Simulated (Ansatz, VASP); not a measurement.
## Two plane-wave programs on CdS

```
CELL_PARAMETERS angstrom
0.00000 2.18736 2.18736
2.18736 0.00000 2.18736
2.18736 2.18736 0.00000
ATOMIC_POSITIONS crystal
Cd 0.00000 0.00000 0.00000
S 0.50000 0.50000 0.50000
```

Change from the starting cell: volume scaled by 0.55, PAW files.

Alike in both runs: task single point; functional LDA; k mesh 14 × 14 × 14; occupations fermi-dirac, width 0.05 eV; no spin polarisation.

```csv
,VASP,Ansatz
version,VASP 6.6.1,Ansatz 0.2.0
potentials or method,"VASP PAW LDA potentials, release 64 (Cd, S)","PAW with Ansatz's default frozen-core files, scalar-relativistic"
plane-wave cutoff (eV),520,420
valence electrons in the cell,18,26
```

|  | VASP | Ansatz | Ansatz less VASP |
| --- | --- | --- | --- |
| pressure (GPa) | 230.4 | 219.8 | -10.60 |

LDA's correlation is that of Perdew and Zunger in VASP and of Perdew and Wang (1992) in Ansatz. Both programs put the cell under a high pressure, so it lies far from rest at this level. VASP's potentials hold 18 valence electrons a cell and Ansatz's 26, so a difference there can come from the potentials and not from the codes.

Noted on VASP's run: the cell as given lies far from equilibrium.
